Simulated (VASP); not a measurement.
**Nb: electric field gradients with PBE**

Nb:

```
Nb
1.0
     0.00000    2.14283    2.14283
     2.14283    0.00000    2.14283
     2.14283    2.14283    0.00000
Nb
1
Direct
  0.00000 0.00000 0.00000
```

This cell differs from its parent crystal: volume scaled by 1.04.

| Quantity | Value |
| --- | --- |
| Program | VASP 6.6.1 |
| Task | electric field gradients |
| Functional | PBE |
| Potentials or basis | VASP PAW PBE potentials, release 64 (Nb_sv) |
| Cutoff | 520 eV |
| k mesh | 13 × 13 × 13 |
| Occupations | fermi-dirac, width 0.08 eV |
| Spin | no spin polarisation |
| Dipole correction | no |
| Further INCAR settings | ALGO = Normal; EDIFF = 1e-08; NBANDS = 12 |

- Pressure: -7.2 GPa

Levels at points of the mesh, in eV from the Fermi level:
| k point | band 4 | band 5 | band 6 | band 7 | band 8 | band 9 |
| --- | --- | --- | --- | --- | --- | --- |
| (0.00, 0.00, 0.00) | -30.31 | -6.09 | 0.14 | 0.14 | 0.14 | 2.57 |

It took 9.4 s on 1 thread of Intel Xeon 6975P-C (shared host), peak memory 0.15 GiB.

Caveat: without QUAD_EFG the Cq values of the log hold for a quadrupole moment of 1 mb, not for the nuclei.
